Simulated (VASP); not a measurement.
Write the native input for VASP 6.6.1 that does the following.

- Task: single point
- Functional: r2SCAN
- Potentials or basis: VASP PAW PBE potentials, release 64 (Ti_sv, B)
- Cutoff: 520 eV
- k mesh: 16 × 16 × 10
- Occupations: gaussian, width 0.1 eV
- Spin: no spin polarisation
- Dipole correction: no
- Further INCAR settings: ALGO = Normal; EDIFF = 1e-06; NBANDS = 23

The system is TiB.

```
Ti B
1.0
     2.52626    2.52626    0.00000
    -2.52626    2.52626    0.00000
     0.00000    0.00000    4.89400
Ti B
2 2
Cartesian
  1.2631 1.2631 1.2235
  -1.2631 1.2631 3.6705
  0.0000 0.0000 0.0000
  0.0000 2.5263 2.4470
```

This cell differs from its parent crystal: biaxial strain in the a-b plane: +2.0 %.

One way to write it, as run:

POSCAR

```
TiB
1.0
    2.5262551425      2.5262551425      0.0000000000
   -2.5262551425      2.5262551425      0.0000000000
    0.0000000000      0.0000000000      4.8940001584
Ti B
2 2
Direct
    0.5000000000      0.0000000000      0.2500000000
    0.0000000000      0.5000000000      0.7500000000
    0.0000000000      0.0000000000      0.0000000000
    0.5000000000      0.5000000000      0.5000000000
```

INCAR.step1

```
SYSTEM = TiB
PREC = Accurate
ENCUT = 520
ISMEAR = 0
SIGMA = 0.1
LREAL = .False.
LASPH = .True.
NELM = 100
NBANDS = 23
GGA = PE
ALGO = Normal
EDIFF = 1E-4
LWAVE = .True.
LCHARG = .False.
```

INCAR.step2

```
SYSTEM = TiB
PREC = Accurate
ENCUT = 520
EDIFF = 1E-6
ISMEAR = 0
SIGMA = 0.1
LREAL = .False.
LASPH = .True.
NELM = 100
ALGO = Normal
ISIF = 2
LWAVE = .False.
LCHARG = .True.
METAGGA = R2SCAN
LMIXTAU = .True.
LELF = .True.
LVHAR = .True.
NBANDS = 23
ISTART = 1
```

KPOINTS

```
regular mesh
0
Gamma
  16 16 10
  0 0 0
```

Potentials or basis: VASP PAW PBE potentials, release 64 (Ti_sv, B).

Run with:

```console
$ cat potpaw_PBE.64/Ti_sv/POTCAR potpaw_PBE.64/B/POTCAR > POTCAR
$ cp INCAR.step1 INCAR
$ mpirun -np 1 vasp_std > vasp.out
$ cp INCAR.step2 INCAR
$ mpirun -np 1 vasp_std > vasp.out
```

Results of the run:

```yaml
Pressure: -2.6 GPa
Band_gap_on_the_k_mesh: zero (bands 15 and 16 overlap by 1.34 eV)
```

Caveat: the cell differs from its parent crystal (biaxial strain in the a-b plane: +2.0 %); the PAW data sets were made with another functional, which shifts forces and pressure a little.

Wall time 13 min on 1 thread of AMD EPYC 9R45 96-Core Processor (Zen 5) (shared host), peak memory 0.4 GiB.
